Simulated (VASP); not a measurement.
# ScBr (P-6m2) in VASP: notebook

The runs below take ScBr through single point, relaxation of cell and atoms, with PBE.

Everything below comes from runs of VASP 6.6.1. Logs are shortened: lines on timing, memory, paths and dates and some standing lists are left out, and cuts for length are marked.

## 1. The cell of the first run

It takes space group P-6m2 (No. 187, hexagonal). Conventional cell: a = 3.498 Å, b = 3.498 Å, c = 4.019 Å, α = 90.00°, β = 90.00°, γ = 120.00°. Within 3.8 Å of Sc (site symmetry -6m2) lie 6 Br at 2.85 Å and 6 Sc at 3.50 Å. Br (site symmetry -6m2) has 6 Sc at 2.85 Å and 6 Br at 3.50 Å within 3.8 Å.

## 2. Single point, PBE

INCAR

```
PREC = Accurate
ENCUT = 520
EDIFF = 1E-6
ISMEAR = 0
SIGMA = 0.1
LREAL = False
LASPH = True
NELM = 80
ALGO = Normal
ISIF = 2
LWAVE = False
LCHARG = True
GGA = PE
LELF = True
LVHAR = True
NBANDS = 16
```

KPOINTS

```
Automatic mesh
0
Gamma
  18 18 14
```

POSCAR

```
ScBr
1.0
    3.4984920650      0.0000000000      0.0000000000
   -1.7492460325      3.0297830032      0.0000000000
    0.0000000000      0.0000000000      4.0188734050
Sc Br
1 1
Direct
    0.6666666667      0.3333333333      0.0000000000
    0.0000000000      0.0000000000      0.5000000000
```

Potentials or basis: VASP PAW PBE potentials, release 64 (Sc_sv, Br).

Launch:

```bash
$ cat potpaw_PBE.64/Sc_sv/POTCAR potpaw_PBE.64/Br/POTCAR > POTCAR
$ mpirun -np 1 vasp_std > vasp.out
```

OUTCAR:

```text
PREC = Accurate
   ENCUT = 520
   EDIFF = 1E-6
   ISMEAR = 0
   LREAL = False
   LASPH = True
   NELM = 80
   ISIF = 2
   GGA = PE

 ion  position               nearest neighbor table
   1  0.667  0.333  0.000-   2 2.85   2 2.85   2 2.85   2 2.85   2 2.85   2 2.85
   2  0.000  0.000  0.500-   1 2.85   1 2.85   1 2.85   1 2.85   1 2.85   1 2.85

  LATTYP: Found a hexagonal cell.
 ALAT       =     3.4984920650
 C/A-ratio  =     1.1487444677

  Lattice vectors:

 A1 = (   3.4984920650,   0.0000000000,   0.0000000000)
 A2 = (  -1.7492460325,   3.0297830032,   0.0000000000)
 A3 = (   0.0000000000,   0.0000000000,   4.0188734050)

Analysis of symmetry for initial positions (statically):
=====================================================================
 Subroutine PRICEL returns:
 Original cell was already a primitive cell.

 Routine SETGRP: Setting up the symmetry group for a
 hexagonal supercell.

 Subroutine GETGRP returns: Found 12 space group operations
 (whereof 12 operations were pure point group operations)
 out of a pool of 24 trial point group operations.

The static configuration has the point symmetry D_3h.

Analysis of symmetry for dynamics (positions and initial velocities):
=====================================================================
 Subroutine PRICEL returns:
 Original cell was already a primitive cell.

 Routine SETGRP: Setting up the symmetry group for a
 hexagonal supercell.

 Subroutine GETGRP returns: Found 12 space group operations
 (whereof 12 operations were pure point group operations)
 out of a pool of 24 trial point group operations.

The dynamic configuration has the point symmetry D_3h.

 Subroutine INISYM returns: Found 12 space group operations
 (whereof 12 operations are pure point group operations),
 and found     1 'primitive' translations

----------------------------------------------------------------------------------------

                                     Primitive cell

  volume of cell :      42.5987

  direct lattice vectors                    reciprocal lattice vectors
     3.498492065  0.000000000  0.000000000     0.285837436  0.165028320  0.000000000
    -1.749246033  3.029783003  0.000000000     0.000000000  0.330056641  0.000000000
     0.000000000  0.000000000  4.018873405     0.000000000  0.000000000  0.248825952

  length of vectors
     3.498492065  3.498492065  4.018873405     0.330056641  0.330056641  0.248825952

  position of ions in fractional coordinates (direct lattice)
     0.666666667  0.333333333  0.000000000
     0.000000000  0.000000000  0.500000000

  ion indices of the primitive-cell ions
   primitive index   ion index
                 1           1
                 2           2

----------------------------------------------------------------------------------------

 KPOINTS: Automatic mesh

Automatic generation of k-mesh.
 Grid dimensions read from file:
 generate k-points for:   18   18   14

 Generating k-lattice:

  Cartesian coordinates                     Fractional coordinates (reciprocal lattice)
     0.015879858  0.009168240  0.000000000     0.055555556  0.000000000  0.000000000
     0.000000000  0.018336480  0.000000000     0.000000000  0.055555556  0.000000000
     0.000000000  0.000000000  0.017773282     0.000000000  0.000000000  0.071428571

  Length of vectors
     0.018336480  0.018336480  0.017773282

  Shift w.r.t. Gamma in fractional coordinates (k-lattice)
     0.000000000  0.000000000  0.000000000

 Subroutine IBZKPT returns following result:
 ===========================================

 Found    296 irreducible k-points:

 Following reciprocal coordinates:
            Coordinates               Weight
  0.000000  0.000000  0.000000      1.000000
  0.055556  0.000000  0.000000      6.000000
  0.111111  0.000000  0.000000      6.000000
  0.166667  0.000000  0.000000      6.000000
  0.222222  0.000000  0.000000      6.000000
  0.277778  0.000000  0.000000      6.000000
[... 16 lines left out ...]
  0.333333  0.111111  0.000000     12.000000
  0.388889  0.111111  0.000000     12.000000
 [... further k-points ...]
   k-points           NKPTS =    296   k-points in BZ     NKDIM =    296   number of bands    NBANDS=     16
   number of dos      NEDOS =    301   number of ions     NIONS =      2
   total plane-waves  NPLWV =  23520
   dimension x,y,z NGX =    28 NGY =   28 NGZ =   30
   dimension x,y,z NGXF=    56 NGYF=   56 NGZF=   60
   ions per type =               1   1
   NGX,Y,Z   is equivalent  to a cutoff of  13.31, 13.31, 12.41 a.u.
   NGXF,Y,Z  is equivalent  to a cutoff of  26.61, 26.61, 24.82 a.u.
 SYSTEM =  unknown system
   PREC   = accura    normal or accurate (medium, high low for compatibility)
   ISTART =      0    job   : 0-new  1-cont  2-samecut
   ICHARG =      2    charge: 1-file 2-atom 10-const
   ISPIN  =      1    spin polarized calculation?
   LNONCOLLINEAR =      F non collinear calculations
   LSORBIT =      F    spin-orbit coupling
   LASPH  =      T    aspherical Exc in radial PAW
   ENCUT  =  520.0 eV  38.22 Ry    6.18 a.u.   6.50  6.50  7.47*2*pi/ulx,y,z
   NELM   =     80;   NELMIN=  2; NELMDL= -5     # of ELM steps
   EDIFF  = 0.1E-05   stopping-criterion for ELM
   LREAL  =      F    real-space projection
   EDIFFG = 0.1E-04   stopping-criterion for IOM
   NSW    =      0    number of steps for IOM
   IBRION =     -1    ionic relax: 0-MD 1-quasi-New 2-CG
   NFREE  =      0    steps in history (QN), initial steepest desc. (CG)
   ISIF   =      2    stress and relaxation
   ISYM   =      2    0-nonsym 1-usesym 2-fastsym
   POTIM  = 0.5000    time-step for ionic-motion
   TEBEG  =    0.0;   TEEND  =   0.0 temperature during run
   PSTRESS=    0.0 pullay stress
   NELECT =      18.0000    total number of electrons
   NUPDOWN=      -1.0000    fix difference up-down
   EMIN   =  10.00;   EMAX   =-10.00  energy-range for DOS
   EFERMI =   0.00;   METHOD = LEGACY
   ISMEAR =     0;   SIGMA  =   0.10  broadening in eV -4-tet -1-fermi 0-gaus
   EFERMI_NEDOS =   21; number of points for ismear=-14 and -15
   IALGO  =     38    algorithm
   IMIX   =      4    mixing-type and parameters
     AMIX     =   0.40;   BMIX     =  1.00
     AMIX_MAG =   1.60;   BMIX_MAG =  1.00
  volume/ion in A,a.u.               =      21.30       143.74
  Fermi-wavevector in a.u.,A,eV,Ry     =   1.228476  2.321483 20.533284  1.509154
  Thomas-Fermi vector in A             =   2.363400
   LORBIT       =      0    0 simple, 1 ext, 2 COOP (PROOUT), +10 PAW based schemes
   GGA     = PE    functional components
   LHFCALC =     F    Hartree Fock is set to
   AEXX    =    0.0000 exact exchange contribution
   IVDW    =     0    specifies the selected vdW correction
   LEPSILON=     F    determine dielectric tensor
   LRPA    =     F    only Hartree local field effects (RPA)
 non-spin polarized calculation
 Gauss-broadening in eV      SIGMA  =   0.10
  energy-cutoff  :      520.00
  volume of cell :       42.60
 maximum number of plane-waves:      1173
 NGX is ok and might be reduce to    28
   NGX = 13   NGY = 13   NGZ = 15

 number of electron      18.0000002 magnetization

 Free energy of the ion-electron system (eV)
  ---------------------------------------------------
  ext. energy  EPLUGINS =         0.00000000
  ---------------------------------------------------
  free energy    TOTEN  =        -9.71361868 eV

  energy without entropy =       -9.71221325  energy(sigma->0) =       -9.71291596

 E-fermi :   6.6110     XC(G=0): -10.3029

 val. band max:        6.5953293442   @ k =   0.0556   0.0556   0.5000
 cond. band min:       6.6168384411   @ k =   0.0556   0.0000   0.4286
 fundamental gap:      0.0215090969
 Fermi energy:         6.6110030621

 k-point     1 :       0.0000    0.0000    0.0000
  band No.  band energies     occupation
      1     -43.7652      2.00000
      2     -22.5992      2.00000
      3     -22.2686      2.00000
      4     -22.2686      2.00000
      5     -12.1407      2.00000
      6       0.2931      2.00000
[... 8 lines left out ...]
     15      12.5184      0.00000
     16      13.7570      0.00000

 k-point     2 :       0.0556    0.0000    0.0000
  band No.  band energies     occupation
      1     -43.7646      2.00000
      2     -22.5983      2.00000
      3     -22.2742      2.00000
      4     -22.2698      2.00000
      5     -12.1180      2.00000
      6       0.2937      2.00000
[... 8 lines left out ...]
     15      12.4845      0.00000
     16      13.7833      0.00000

 k-point     3 :       0.1111    0.0000    0.0000
  band No.  band energies     occupation
      1     -43.7631      2.00000
      2     -22.5957      2.00000
      3     -22.2901      2.00000
      4     -22.2733      2.00000
      5     -12.0516      2.00000
      6       0.2958      2.00000
[... 8 lines left out ...]
     15      12.4313      0.00000
     16      13.8453      0.00000

 k-point     4 :       0.1667    0.0000    0.0000
  band No.  band energies     occupation
      1     -43.7608      2.00000
      2     -22.5918      2.00000
      3     -22.3144      2.00000
      4     -22.2787      2.00000
      5     -11.9474      2.00000
      6       0.3000      2.00000
[... 8 lines left out ...]
     15      12.4444      0.00000
     16      13.9325      0.00000

 k-point     5 :       0.2222    0.0000    0.0000
  band No.  band energies     occupation
      1     -43.7579      2.00000
      2     -22.5870      2.00000
      3     -22.3439      2.00000
      4     -22.2853      2.00000
      5     -11.8148      2.00000
      6       0.0906      2.00000
[... 8 lines left out ...]
     15      12.5426      0.00000
     16      13.9798      0.00000

 k-point     6 :       0.2778    0.0000    0.0000
  band No.  band energies     occupation
      1     -43.7549      2.00000
      2     -22.5818      2.00000
      3     -22.3751      2.00000
      4     -22.2923      2.00000
      5     -11.6674      2.00000
      6      -0.5222      2.00000
[... 8 lines left out ...]
     15      12.6087      0.00000
     16      13.5293      0.00000

 k-point     7 :       0.3333    0.0000    0.0000
  band No.  band energies     occupation
      1     -43.7520      2.00000
      2     -22.5769      2.00000
      3     -22.4042      2.00000
      4     -22.2988      2.00000
      5     -11.5220      2.00000
      6      -1.0492      2.00000
[... 8 lines left out ...]
     15      12.4819      0.00000
     16      13.2441      0.00000

 k-point     8 :       0.3889    0.0000    0.0000
  band No.  band energies     occupation
      1     -43.7497      2.00000
      2     -22.5730      2.00000
      3     -22.4277      2.00000
      4     -22.3042      2.00000
      5     -11.3979      2.00000
      6      -1.4547      2.00000
[... 8 lines left out ...]
     15      12.1467      0.00000
     16      13.0942      0.00000

 k-point     9 :       0.4444    0.0000    0.0000
  band No.  band energies     occupation
      1     -43.7481      2.00000
      2     -22.5704      2.00000
      3     -22.4430      2.00000
      4     -22.3077      2.00000
      5     -11.3138      2.00000
      6      -1.7106      2.00000
[... 8 lines left out ...]
     15      11.7589      0.00000
     16      13.0332      0.00000
[... 172 lines left out ...]
 k-point    19 :       0.1111    0.1111    0.0000
  band No.  band energies     occupation
      1     -43.7595      2.00000
      2     -22.5896      2.00000
      3     -22.3259      2.00000
      4     -22.2836      2.00000
      5     -11.8884      2.00000
      6       0.3033      2.00000
[... 8 lines left out ...]
     15      12.4730      0.00000
     16      13.9381      0.00000

 k-point    20 :       0.1667    0.1111    0.0000
  band No.  band energies     occupation
      1     -43.7568      2.00000
      2     -22.5850      2.00000
      3     -22.3515      2.00000
      4     -22.2918      2.00000
      5     -11.7619      2.00000
      6      -0.0477      2.00000
[... 8 lines left out ...]
     15      12.5984      0.00000
     16      13.8064      0.00000

 k-point    21 :       0.2222    0.1111    0.0000
  band No.  band energies     occupation
      1     -43.7539      2.00000
      2     -22.5802      2.00000
      3     -22.3784      2.00000
      4     -22.3008      2.00000
      5     -11.6216      2.00000
      6      -0.5676      2.00000
[... 8 lines left out ...]
     15      12.7216      0.00000
     16      13.4322      0.00000

 k-point    22 :       0.2778    0.1111    0.0000
  band No.  band energies     occupation
      1     -43.7512      2.00000
      2     -22.5757      2.00000
      3     -22.4035      2.00000
      4     -22.3092      2.00000
      5     -11.4837      2.00000
      6      -1.0243      2.00000
[... 8 lines left out ...]
     15      12.6867      0.00000
     16      13.1889      0.00000

 k-point    23 :       0.3333    0.1111    0.0000
  band No.  band energies     occupation
      1     -43.7490      2.00000
      2     -22.5719      2.00000
      3     -22.4237      2.00000
      4     -22.3161      2.00000
      5     -11.3663      2.00000
      6      -1.3808      2.00000
[... 8 lines left out ...]
     15      12.4456      0.00000
     16      13.0597      0.00000

 k-point    24 :       0.3889    0.1111    0.0000
  band No.  band energies     occupation
      1     -43.7476      2.00000
      2     -22.5695      2.00000
      3     -22.4369      2.00000
      4     -22.3206      2.00000
      5     -11.2871      2.00000
      6      -1.6077      2.00000
[... 8 lines left out ...]
     15      12.1241      0.00000
     16      13.0082      0.00000

 [... further k-points ...]
[... 5 lines left out ...]
  --------------------------------------------------------------------------------------
  -------------------------------------------------------------------------------------
  Total        0.0161528      0.0161528      0.0497745      0.0000000      0.0000000     -0.0000000
  in kB        0.6075220      0.6075220      1.8720651      0.0000000      0.0000000     -0.0000000
  external PRESSURE =       1.0290364 kB  Pullay stress =       0.0000000 kB

 VOLUME and BASIS-vectors are now :
 -----------------------------------------------------------------------------
  energy-cutoff  :      520.00
  volume of cell :       42.60
      direct lattice vectors                 reciprocal lattice vectors
     3.498492065  0.000000000  0.000000000     0.285837436  0.165028320  0.000000000
    -1.749246033  3.029783003  0.000000000     0.000000000  0.330056641  0.000000000
     0.000000000  0.000000000  4.018873405     0.000000000  0.000000000  0.248825952

 POSITION                                       TOTAL-FORCE (eV/Angst)
 -----------------------------------------------------------------------------------
      1.74925      1.00993      0.00000         0.000000      0.000000      0.000000
      0.00000      0.00000      2.00944        -0.000000     -0.000000      0.000000
 -----------------------------------------------------------------------------------
    total drift:                               -0.000000      0.000000      0.000000

  FREE ENERGIE OF THE ION-ELECTRON SYSTEM (eV)
  ---------------------------------------------------
  free  energy   TOTEN  =        -9.7136186767 eV

  energy  without entropy=       -9.7122132505  energy(sigma->0) =       -9.71291596
```

Wall time 3.5 min (1 thread of Intel Xeon 8259CL, shared host); peak memory 0.33 GiB.

What came out:

```yaml
Free_energy: -9.7136 eV
Pressure: 0.1 GPa
Band_gap_on_the_k_mesh: zero (bands 9 and 10 overlap by 0.17 eV)
```

## 3. Relaxation of cell and atoms, PBE

INCAR

```
PREC = Accurate
ENCUT = 600
EDIFF = 1E-7
ISMEAR = 0
SIGMA = 0.1
LREAL = False
LASPH = True
NELM = 60
ALGO = Normal
ISIF = 3
LWAVE = False
LCHARG = False
GGA = PE
IBRION = 2
NSW = 100
EDIFFG = -0.01
```

KPOINTS

```
regular mesh
0
Gamma
  18 18 14
```

POSCAR is that of step 2.

Potentials or basis: VASP PAW PBE potentials, release 64 (Sc_sv, Br).

Launch:

```bash
$ cat potpaw_PBE.64/Sc_sv/POTCAR potpaw_PBE.64/Br/POTCAR > POTCAR
$ mpirun -np 1 vasp_std > vasp.out
```

Run time: 5.8 min. Hardware: 1 thread of Intel Xeon 8259CL, shared host; peak memory 0.36 GiB.

Results (log left out):

- Free energy: -9.7139 eV
- Relaxed volume: 21.36 Å³/atom
- Relaxed cell: a = 3.501 Å, b = 3.501 Å, c = 4.026 Å, α = 90.00°, β = 90.00°, γ = 120.00°
- Space group after relaxing (to 0.1 Å): P-6m2 (No. 187)
- Energy gained by relaxing: 0.0 meV/atom
- Ionic steps: 3
- Pressure after relaxing: 0.0 GPa
- Band gap on the k mesh: zero (bands 9 and 10 overlap by 0.16 eV)

Stress tensor (GPa, compression positive):
```
-0.07  0.00  0.00
 0.00 -0.07  0.00
 0.00  0.00  0.05
```

Final structure:
```yaml
crystal:
  lattice:
    - [3.50067, 0.00000, 0.00000]
    - [-1.75034, 3.03167, 0.00000]
    - [0.00000, 0.00000, 4.02566]
  atoms:
    - { symbol: Sc, position: [0.66667, 0.33333, 0.00000] }
    - { symbol: Br, position: [0.00000, 0.00000, 0.50000] }
```

Levels at points of the mesh, in eV from the Fermi level:
| k point | band 7 | band 8 | band 9 | band 10 | band 11 | band 12 |
| --- | --- | --- | --- | --- | --- | --- |
| (0.00, 0.00, 0.00) | -4.57 | -4.57 | -2.45 | 0.34 | 1.32 | 1.32 |
| (0.50, 0.00, 0.00) | -6.25 | -5.18 | -1.37 | 0.90 | 1.21 | 1.50 |
| (0.00, 0.00, 0.50) | -4.45 | -4.45 | 0.14 | 0.45 | 0.45 | 1.43 |
| (0.50, 0.00, 0.50) | -7.14 | -5.53 | -1.16 | 1.00 | 1.29 | 2.41 |
